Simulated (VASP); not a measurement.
Be: single point with LDA

Crystal: Be.

```
CELL_PARAMETERS angstrom
3.75696 0.05856 -0.01138
0.05856 3.74962 0.00455
-0.00693 0.00276 2.26276
ATOMIC_POSITIONS crystal
Be 0.29501 0.30544 0.99474
Be 0.69543 0.70118 0.00395
Be 0.19621 0.80332 0.50640
Be 0.79752 0.21111 0.50192
```

```
Program             : VASP 6.6.1
Task                : single point
Functional          : LDA
Potentials or basis : VASP PAW LDA potentials, release 64 (Be)
Cutoff              : 520 eV
k mesh              : 4 × 4 × 7
Occupations         : gaussian, width 0.1 eV
Spin                : no spin polarisation
```

| Quantity | Value |
| --- | --- |
| Pressure | -3.6 GPa |
| Largest force | 0.265 eV/Å |
| Band gap on the k mesh | zero (band 4 reaches 7.34 eV, above the bottom of band 5 at 5.54 eV) |

Forces in eV/Å, atoms in the order of the input:
```
Be   0.066 -0.046  0.134
Be  -0.002  0.200 -0.004
Be  -0.105  0.109 -0.117
Be   0.041 -0.262 -0.013
```

Stress tensor (GPa, compression positive):
```
-0.48 -4.85  1.26
-4.85 -0.73 -0.34
 1.26 -0.34 -9.58
```

Levels at points of the mesh, in eV from the Fermi level:
```tsv
k point	band 2	band 3	band 4	band 5	band 6	band 7
(0.00, 0.00, 0.00)	-5.06	-4.42	-1.16	-1.09	4.32	5.34
(0.50, 0.00, 0.00)	-9.15	-2.92	-2.63	1.22	1.74	8.82
(0.00, 0.50, 0.00)	-9.09	-3.03	-2.56	1.22	1.73	8.77
(0.50, 0.50, 0.00)	-7.29	-7.05	-7.03	7.66	8.56	8.93
```

It took 7.1 s on 1 thread of AMD EPYC 9R45 96-Core Processor (Zen 5) (shared host), peak memory 0.1 GiB.

Caveat: the k points lie up to 0.42 Å⁻¹ apart.
